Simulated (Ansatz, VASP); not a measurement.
# V3H2 in VASP and in Ansatz

Contents of INCAR:

```
PREC = Accurate ; ENCUT = 600
EDIFF = 1E-6 ; ISMEAR = 0
SIGMA = 0.1 ; LREAL = False
LASPH = True ; NELM = 60
ALGO = Normal ; ISIF = 3
LWAVE = False ; LCHARG = False
GGA = PE ; IBRION = 2
NSW = 100 ; EDIFFG = -0.01
```

File KPOINTS:

```
Automatic mesh
0
Gamma
  18 18 6
```

File POSCAR:

```
V3H2
1.0
    2.8290764780      0.0000000000      0.0000000000
   -1.4145382390      2.4500520992      0.0000000000
    0.0000000000      0.0000000000      6.4373720852
V H
3 2
Direct
    0.0000000000      0.0000000000      0.0000000000
    0.3333333333      0.6666666667      0.6568879692
    0.6666666667      0.3333333333      0.3431120308
    0.3333333333      0.6666666667      0.1661747036
    0.6666666667      0.3333333333      0.8338252964
```

Input for Ansatz:

```yaml
crystal:
  lattice:
    - [2.829076478, 0.0, 0.0]
    - [-1.414538239, 2.4500520992, 0.0]
    - [0.0, 0.0, 6.4373720852]
  atoms:
    - { symbol: V, position: [0.0, 0.0, 0.0] }
    - { symbol: V, position: [0.3333333333, 0.6666666667, 0.6568879692] }
    - { symbol: V, position: [0.6666666667, 0.3333333333, 0.3431120308] }
    - { symbol: H, position: [0.3333333333, 0.6666666667, 0.1661747036] }
    - { symbol: H, position: [0.6666666667, 0.3333333333, 0.8338252964] }
basis:
  ecutwfc: 420
kpoints:
  mp_grid: { grid: [18, 18, 6] }
hamiltonian:
  xc: pbe
scf:
  occupations: { method: gaussian, width: 0.1 }
output:
  forces: true
  stress: true
  eigenvalues: true
relax:
  adjacent_minimum: "off"
  f_tol: 0.01
  max_steps: 80
  cell: { stress_tol: 0.05 }
```

Alike in both runs: task relaxation of cell and atoms; functional PBE; k mesh 18 × 18 × 6; occupations gaussian, width 0.1 eV; no spin polarisation.

|  | VASP | Ansatz |
| --- | --- | --- |
| version | VASP 6.6.1 | Ansatz 0.2.0 |
| potentials or method | VASP PAW PBE potentials, release 64 (V_sv, H), cutoff 600 eV | scalar-relativistic, plane waves, PAW |
| valence electrons in the cell | 41 | 41 |

```csv
,VASP,Ansatz,Ansatz less VASP
"gap on the k mesh at the Fermi level, each at its own relaxed structure (eV)",none,none,-
relaxed volume (Å³/atom),8.94,8.93,-0.010
relaxed length of the cell vector where the two differ most in proportion (Å),6.441,6.437,-0.0042
```

A gap of «none» marks a metal or a gap that the smearing closes.
